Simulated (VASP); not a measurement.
The system is AlNi.

```
CELL_PARAMETERS angstrom
2.89308 0.00000 0.00000
0.00000 2.89308 0.00000
0.00000 0.00000 2.89308
ATOMIC_POSITIONS crystal
Al 0.00000 0.00000 0.00000
Ni 0.50000 0.50000 0.50000
```

- Program: VASP 6.6.1
- Task: relaxation of cell and atoms
- Functional: PBEsol
- Potentials or basis: VASP PAW PBE potentials, release 64 (Al, Ni)
- Cutoff: 600 eV
- k mesh: 14 × 14 × 14
- Occupations: gaussian, width 0.1 eV
- Spin: no spin polarisation

At the start: pressure -5.0 GPa; volume 12.11 Å³/atom.

Problem. Where does the relaxation end?

Solution. Over 3 steps the energy falls by 6.1 meV/atom and the volume is 11.73 Å³/atom (-3.1 %); space group Pm-3m (No. 221, to 0.05 Å).

Step by step:
| step | energy change (eV) | largest force (eV/Å) | pressure (GPa) | volume (Å³) |
| --- | --- | --- | --- | --- |
| 1 | 0.0000 | 0.0000 | -5.05 | 24.21 |
| 2 | -0.0046 | 0.0000 | 4.38 | 22.90 |
| 3 | -0.0122 | 0.0000 | -0.03 | 23.47 |

Final structure:
```
Al Ni
1.0
     2.86295    0.00000    0.00000
     0.00000    2.86295    0.00000
     0.00000    0.00000    2.86295
Al Ni
1 1
Direct
  0.00000 0.00000 0.00000
  0.50000 0.50000 0.50000
```

Caveat: the PAW data sets were made with another functional, which shifts forces and pressure a little.
